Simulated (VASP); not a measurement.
Input of a VASP 6.6.1 run:

POSCAR

```
Al2Ru
1.0
    3.0906023050      0.0000000000      0.0000000000
    0.0000000000      3.0906023050      0.0000000000
    0.0000000000      0.0000000000      8.3605335709
Al Ru
4 2
Direct
    0.5000000000      0.5000000000      0.1596583801
    0.0000000000      0.0000000000      0.3403416199
    0.0000000000      0.0000000000      0.6596583801
    0.5000000000      0.5000000000      0.8403416199
    0.0000000000      0.0000000000      0.0000000000
    0.5000000000      0.5000000000      0.5000000000
```

File INCAR.step1:

```
PREC = Accurate ; ENCUT = 520
ISMEAR = 0 ; SIGMA = 0.1
LREAL = False ; LASPH = True
NELM = 60 ; NBANDS = 29
GGA = PE ; ALGO = Normal
EDIFF = 1E-4 ; LWAVE = True
LCHARG = False
```

Contents of INCAR.step2:

```
PREC = Accurate ; ENCUT = 520
EDIFF = 1E-6 ; ISMEAR = 0
SIGMA = 0.1 ; LREAL = False
LASPH = True ; NELM = 60
ALGO = Normal ; ISIF = 2
LWAVE = False ; LCHARG = True
METAGGA = R2SCAN ; LMIXTAU = True
LELF = True ; LVHAR = True
NBANDS = 29 ; ISTART = 1
```

The input KPOINTS:

```
regular mesh
0
Gamma
  12 12 4
```

Potentials or basis: VASP PAW PBE potentials, release 64 (Al, Ru_pv).

Command:

```console
$ cat potpaw_PBE.64/Al/POTCAR potpaw_PBE.64/Ru_pv/POTCAR > POTCAR
$ cp INCAR.step1 INCAR
$ mpirun -np 1 vasp_std > vasp.out
$ cp INCAR.step2 INCAR
$ mpirun -np 1 vasp_std > vasp.out
```

Problem. What does it give for the largest force?

Solution. 0.009 eV/Å.

Problem. Predict the band gap on the k mesh.

Solution. Zero (bands 20 and 21 overlap by 0.03 eV).

Problem. What does it give for the pressure?

Solution. 5.8 GPa.

Forces on the atoms (eV/Å):
```
Al   0.000  0.000  0.009
Al   0.000  0.000 -0.009
Al   0.000  0.000  0.009
Al   0.000  0.000 -0.009
Ru   0.000  0.000  0.000
Ru   0.000  0.000  0.000
```

Caveat: the cell differs from its parent crystal (equal strain along all axes, cell held: -1.0 %, then relaxed in part); the cell stands under pressure; the PAW data sets were made with another functional, which shifts forces and pressure a little.
